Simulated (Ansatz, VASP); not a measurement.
**SiNi: VASP beside Ansatz**

The input INCAR:

```
PREC     = Accurate       # precision mode
ENCUT    = 520            # plane-wave cutoff, eV
EDIFF    = 1E-6           # SCF threshold, eV
ISMEAR   = -1             # smearing method
SIGMA    = 0.08           # smearing width, eV
LREAL    = False          # projectors in reciprocal space
LASPH    = True           # aspherical terms in the spheres
NELM     = 80             # most SCF steps
ALGO     = Normal         # electronic algorithm
ISIF     = 2              # what is computed and relaxed
LWAVE    = False          # write WAVECAR
LCHARG   = True           # write CHGCAR
GGA      = PS             # functional
LELF     = True           # ELF
LVHAR    = True         
NBANDS   = 14             # bands
```

KPOINTS

```
regular mesh
0
Gamma
  14 14 14
```

File POSCAR:

```
SiNi
1.0
    0.0000000000      2.2441805403      2.2441805403
    2.2441805403      0.0000000000      2.2441805403
    2.2441805403      2.2441805403      0.0000000000
Ni Si
1 1
Direct
    0.0000000000      0.0000000000      0.0000000000
    0.5000000000      0.5000000000      0.5000000000
```

Input for Ansatz:

```yaml
crystal:
  lattice:
    - [0.0, 2.2441805403, 2.2441805403]
    - [2.2441805403, 0.0, 2.2441805403]
    - [2.2441805403, 2.2441805403, 0.0]
  atoms:
    - { symbol: Ni, position: [0.0, 0.0, 0.0] }
    - { symbol: Si, position: [0.5, 0.5, 0.5] }
kpoints:
  mp_grid: { grid: [14, 14, 14] }
scf:
  occupations: { method: fermi_dirac, width: 0.08 }
hamiltonian:
  xc: pbesol
  pseudopotentials: { kind: all_electron, lapw: { basis_error: 0.001 } }
output:
  forces: true
  stress: true
  eigenvalues: true
  populations: true
```

Change from the starting cell: volume scaled by 0.88, LAPW.

Alike in both runs: task single point; functional PBEsol; k mesh 14 × 14 × 14; occupations fermi-dirac, width 0.08 eV; no spin polarisation.

```csv
,VASP,Ansatz
version,VASP 6.6.1,Ansatz 0.2.0
potentials or method,"VASP PAW PBE potentials, release 64 (Ni, Si), cutoff 520 eV","all-electron LAPW, scalar-relativistic"
```

VASP gave:

- pressure (GPa): 26.8

**Question.** What did Ansatz give for the same quantities?

**Answer.** Pressure (GPa): 26.6.

VASP's potentials were made for PBE, not for PBEsol. Ansatz ran all-electron here, and VASP with PAW potentials.
